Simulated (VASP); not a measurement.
**LiH: relaxation of cell and atoms with PBE**

Crystal: LiH.

```xyz
4
Lattice="0.8545 -3.3499 0.0000 0.8545 3.3499 0.0000 -0.8545 0.0000 3.3499" Properties=species:S:1:pos:R:3 pbc="T T T"
Li    0.8545    0.0000    0.0000
Li    0.4273    0.0000    1.6750
H     0.0000    1.6750    1.6750
H     0.4273   -1.6750    0.0000
```

The cell was generated, and may not be a known phase.

```json
{"Program": "VASP 6.6.1", "Task": "relaxation of cell and atoms", "Functional": "PBE", "Potentials or basis": "VASP PAW PBE potentials, release 64 (Li_sv, H)", "Cutoff": "600 eV", "k mesh": "10 × 10 × 10", "Occupations": "gaussian, width 0.1 eV", "Spin": "no spin polarisation", "Dipole correction": "no", "Further INCAR settings": "ALGO = Normal; EDIFF = 1e-06; IBRION = 2; EDIFFG = -0.04; NSW = 90; ISIF = 3"}
```

The relaxed volume is 9.00 Å³/atom, the relaxed cell is a = 3.202 Å, b = 3.202 Å, c = 4.975 Å, α = 95.63°, β = 95.63°, γ = 133.23° and the space group after relaxing (to 0.1 Å) is C2/c (No. 15). The energy gained by relaxing is 1427.3 meV/atom. The ionic steps are 9 and the pressure after relaxing is -0.2 GPa. The band gap on the k mesh is zero (bands 4 and 5 overlap by 0.04 eV).

Stress tensor (GPa, compression positive):
```
-0.54  0.00  0.18
 0.00 -0.10  0.00
 0.18  0.00 -0.02
```

Step by step:
```
step  energy change (eV)  largest force (eV/Å)  pressure (GPa)  volume (Å³)
   1              0.0000                0.0000           67.96        19.18
   2             -3.2934                0.0000           27.14        25.16
   3             -5.5932                0.0000           -2.44        37.76
   4             -5.6275                0.0000           -3.52        39.51
   5             -5.6293                0.0000           -3.74        39.97
   6             -5.6870                0.0000           -2.14        38.40
   7             -5.6881                0.0000           -1.88        38.18
   8             -5.7025                0.0000           -1.15        37.12
   9             -5.7091                0.0000           -0.22        36.01
```

Final structure:
```cif
data_structure
_symmetry_space_group_name_H-M 'P 1'
_symmetry_Int_Tables_number 1
_cell_length_a 3.2018
_cell_length_b 3.2018
_cell_length_c 4.9749
_cell_angle_alpha 95.634
_cell_angle_beta 95.634
_cell_angle_gamma 133.230
_cell_volume 36.01
loop_
_atom_site_label
_atom_site_type_symbol
_atom_site_fract_x
_atom_site_fract_y
_atom_site_fract_z
_atom_site_occupancy
Li1 Li 0.50000 0.50000 0.00000 1
Li2 Li 0.50000 0.50000 0.50000 1
H1 H 0.00000 0.50000 0.50000 1
H2 H 0.50000 0.00000 0.00000 1
```

Levels at points of the mesh, in eV from the Fermi level:
| k point | band 1 | band 2 | band 3 | band 4 | band 5 | band 6 | band 7 | band 8 |
| --- | --- | --- | --- | --- | --- | --- | --- | --- |
| (0.00, 0.00, 0.00) | -46.72 | -46.66 | -5.89 | -1.62 | -0.07 | 8.39 | 9.10 | 12.31 |
| (0.50, 0.00, 0.00) | -46.66 | -46.61 | -2.74 | -0.64 | 1.97 | 5.96 | 6.38 | 7.98 |
| (0.50, 0.00, 0.50) | -46.63 | -46.63 | -2.82 | -0.03 | 1.48 | 5.49 | 6.80 | 7.93 |
| (0.50, 0.50, 0.00) | -46.71 | -46.65 | -5.38 | -2.14 | 2.23 | 3.09 | 5.74 | 9.92 |
| (0.00, 0.00, 0.50) | -46.69 | -46.69 | -4.62 | -4.62 | 5.00 | 5.00 | 9.78 | 9.78 |
| (0.50, 0.50, 0.50) | -46.68 | -46.68 | -4.14 | -4.14 | 2.52 | 2.52 | 10.34 | 10.34 |

Wall time 3.3 min on 1 thread of AMD EPYC 9R45 96-Core Processor (Zen 5) (shared host), peak memory 0.15 GiB.

Caveat: the k points lie up to 0.28 Å⁻¹ apart in the final cell; the cutoff is under 1.25 times the usual one of these potentials, so pressure, stress and relaxed cells hold a basis-set (Pulay) error; the volume moved by over 15 % at a fixed basis, so the end points are rough.
